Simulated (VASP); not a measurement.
A run of VASP 6.6.1:

File INCAR:

```
PREC = Accurate ; ENCUT = 500
EDIFF = 1E-6 ; ISMEAR = -1
SIGMA = 0.1 ; LREAL = F
LASPH = T ; NELM = 120
ALGO = Normal ; ISIF = 2
LWAVE = F ; LCHARG = F
GGA = PS ; NBANDS = 17
GGA_COMPAT = F
```

Contents of KPOINTS:

```
regular mesh
0
Gamma
  8 8 5
```

File POSCAR:

```
SrCa
1.0
    4.1283400000      0.0000000000      0.0000000000
   -2.0641700000      3.5752500000      0.0000000000
    0.0000000000      0.0000000000      6.7887500000
Sr Ca
1 1
Direct
    0.6666666667      0.3333333333      0.5000000000
    0.0000000000      0.0000000000      0.0000000000
```

Potentials or basis: VASP PAW PBE potentials, release 64 (Sr_sv, Ca_sv).

Run with:

```sh
$ cat potpaw_PBE.64/Sr_sv/POTCAR potpaw_PBE.64/Ca_sv/POTCAR > POTCAR
$ mpirun -np 1 vasp_std > vasp.out
```

Hardware: 1 thread of Intel Xeon 8259CL, with other jobs on the host.

**Question.** How long does it take, and how much memory?

**Answer.** Wall time 52 s on 1 thread of Intel Xeon 8259CL (shared host), peak memory 0.23 GiB. Counts: scf iterations 11, k points 30.
